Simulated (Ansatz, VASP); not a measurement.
**B2SbI3 in VASP and in Ansatz**

Contents of INCAR:

```
PREC     = Accurate       # precision mode
ENCUT    = 600            # plane-wave cutoff, eV
EDIFF    = 1E-6           # SCF threshold, eV
ISMEAR   = 0              # smearing method
SIGMA    = 0.1            # smearing width, eV
LREAL    = False          # projectors in reciprocal space
LASPH    = True           # aspherical terms in the spheres
NELM     = 60             # most SCF steps
ALGO     = Normal         # electronic algorithm
ISIF     = 3              # what is computed and relaxed
LWAVE    = False          # write WAVECAR
LCHARG   = False          # write CHGCAR
GGA      = PE             # functional
IBRION   = 2              # ionic algorithm
NSW      = 100            # ionic steps
EDIFFG   = -0.01          # ionic threshold
```

File KPOINTS:

```
Automatic mesh
0
Gamma
  8 8 4
```

The input POSCAR:

```
B2SbI3
1.0
    4.6672738935      0.0000000000      0.0000000000
    0.0000000000      4.6672738935      0.0000000000
    0.0000000000      0.0000000000      9.9997648319
B Sb I
2 1 3
Direct
    0.0000000000      0.5000000000      0.0000000000
    0.5000000000      0.0000000000      0.0000000000
    0.0000000000      0.0000000000      0.5000000000
    0.5000000000      0.5000000000      0.0000000000
    0.0000000000      0.0000000000      0.1976827424
    0.0000000000      0.0000000000      0.8023172576
```

Input for Ansatz:

```yaml
crystal:
  lattice:
    - [4.6672738935, 0.0, 0.0]
    - [0.0, 4.6672738935, 0.0]
    - [0.0, 0.0, 9.9997648319]
  atoms:
    - { symbol: B, position: [0.0, 0.5, 0.0] }
    - { symbol: B, position: [0.5, 0.0, 0.0] }
    - { symbol: Sb, position: [0.0, 0.0, 0.5] }
    - { symbol: I, position: [0.5, 0.5, 0.0] }
    - { symbol: I, position: [0.0, 0.0, 0.1976827424] }
    - { symbol: I, position: [0.0, 0.0, 0.8023172576] }
basis:
  ecutwfc: 420
kpoints:
  mp_grid: { grid: [8, 8, 4] }
hamiltonian:
  xc: pbe
scf:
  occupations: { method: gaussian, width: 0.1 }
output:
  forces: true
  stress: true
  eigenvalues: true
relax:
  adjacent_minimum: "off"
  f_tol: 0.01
  max_steps: 80
  cell: { stress_tol: 0.05 }
```

Alike in both runs: task relaxation of cell and atoms; functional PBE; k mesh 8 × 8 × 4; occupations gaussian, width 0.1 eV; no spin polarisation.

```csv
,VASP,Ansatz
version,VASP 6.6.1,Ansatz 0.2.0
potentials or method,"VASP PAW PBE potentials, release 64 (B, Sb, I), cutoff 600 eV","scalar-relativistic, plane waves, PAW"
valence electrons in the cell,32,72
```

```tsv
	VASP	Ansatz	Ansatz less VASP
gap on the k mesh at the Fermi level, each at its own relaxed structure (eV)	none	none	-
relaxed volume (Å³/atom)	37.10	37.24	+0.144
relaxed length of the cell vector where the two differ most in proportion (Å)	4.792	4.798	+0.0062
```

A gap of «none» marks a metal or a gap that the smearing closes. VASP's potentials hold 32 valence electrons a cell and Ansatz's 72, so a difference there can come from the potentials and not from the codes.

Spin-orbit coupling is off throughout.
